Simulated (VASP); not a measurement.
A run of VASP 6.6.1 is set up as follows.

INCAR

```
ALGO = Normal ; EDIFF = 1E-7
EDIFFG = -0.04 ; ENCUT = 600
GGA = PE ; IBRION = 2
ISIF = 3 ; ISMEAR = 0
LASPH = True ; LCHARG = False
LREAL = False ; LWAVE = False
NELM = 80 ; NSW = 90
PREC = Accurate ; SIGMA = 0.1
```

Contents of KPOINTS:

```
k-points
0
Gamma
  6 6 2
```

The input POSCAR:

```
Zr5N
1.0
    3.1756460297      0.0000000000      0.0000000000
   -1.5878230148      2.7501901351      0.0000000000
    0.0000000000      0.0000000000     13.5768709567
Zr N
5 1
Direct
    0.6666666667      0.3333333333      0.8924889557
    0.3333333333      0.6666666667      0.6942218402
    0.6666666667      0.3333333333      0.5000000000
    0.3333333333      0.6666666667      0.3057781598
    0.6666666667      0.3333333333      0.1075110443
    0.3333333333      0.6666666667      0.0000000000
```

Potentials or basis: VASP PAW PBE potentials, release 64 (Zr_sv, N).

Launch:

```sh
$ cat potpaw_PBE.64/Zr_sv/POTCAR potpaw_PBE.64/N/POTCAR > POTCAR
$ mpirun -np 1 vasp_std > vasp.out
```

Q: Estimate the relaxed cell.

A: a = 3.160 Å, b = 3.160 Å, c = 13.678 Å, α = 90.00°, β = 90.00°, γ = 120.00°.

Q: What does it give for the space group after relaxing (to 0.05 Å)?

A: P-6m2 (No. 187).

Q: What does it give for the relaxed volume?

A: 19.71 Å³/atom.

The path:
```tsv
step	energy change (eV)	largest force (eV/Å)	pressure (GPa)	volume (Å³)
1	0.0000	0.0578	0.09	118.58
2	-0.0043	0.0941	-0.23	118.75
3	-0.0043	0.0972	-0.24	118.76
4	-0.0047	0.0034	0.30	118.29
```

Caveat: the k points lie up to 0.38 Å⁻¹ apart in the final cell.
